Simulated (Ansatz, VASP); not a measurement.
MgO: VASP beside Ansatz

```
Mg O
1.0
     0.00000    2.12850    2.12850
     2.12850    0.00000    2.12850
     2.12850    2.12850    0.00000
Mg O
1 1
Direct
  0.00000 0.00000 0.00000
  0.50000 0.50000 0.50000
```

Alike in both runs: task single point; functional LDA; k mesh 9 × 9 × 9; occupations fermi-dirac, width 0.05 eV; no spin polarisation.

```csv
,VASP,Ansatz
version,VASP 6.6.1,Ansatz 0.2.0
potentials or method,"VASP PAW LDA potentials, release 64 (Mg_sv, O), cutoff 840 eV","PAW, plane waves, scalar-relativistic"
valence electrons in the cell,16,16
```

Ansatz gave:

| Property | Result |
| --- | --- |
| pressure (GPa) | -10.4 |

Task: What did VASP give for the same quantities?

Result: Pressure (GPa): -10.0.

LDA's correlation is that of Perdew and Zunger in VASP and of Perdew and Wang (1992) in Ansatz.
